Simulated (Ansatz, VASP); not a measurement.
**Re in VASP and in Ansatz**

```
Re
1.0
     0.00000    1.92035    1.92035
     1.92035    0.00000    1.92035
     1.92035    1.92035    0.00000
Re
1
Direct
  0.00000 0.00000 0.00000
```

Alike in both runs: task single point; functional r2SCAN; k mesh 16 × 16 × 16; occupations fermi-dirac, width 0.1 eV; no spin polarisation.

```csv
,VASP,Ansatz
version,VASP 6.6.1,Ansatz 0.2.0
potentials or method,"VASP PAW PBE potentials, release 64 (Re), cutoff 520 eV","plane waves (500 eV) with PAW, scalar-relativistic"
valence electrons in the cell,7,15
```

Ansatz gave:

* pressure (GPa): 17.1

**Question.** What did VASP give for the same quantities?

**Answer.** Pressure (GPa): 17.4.

VASP's potentials were made for PBE, not for r2SCAN. The functional is the same, so the differences come from potentials, cutoffs and numerics. VASP's potentials hold 7 valence electrons a cell and Ansatz's 15, so a difference there can come from the potentials and not from the codes.

Spin-orbit coupling is off throughout.
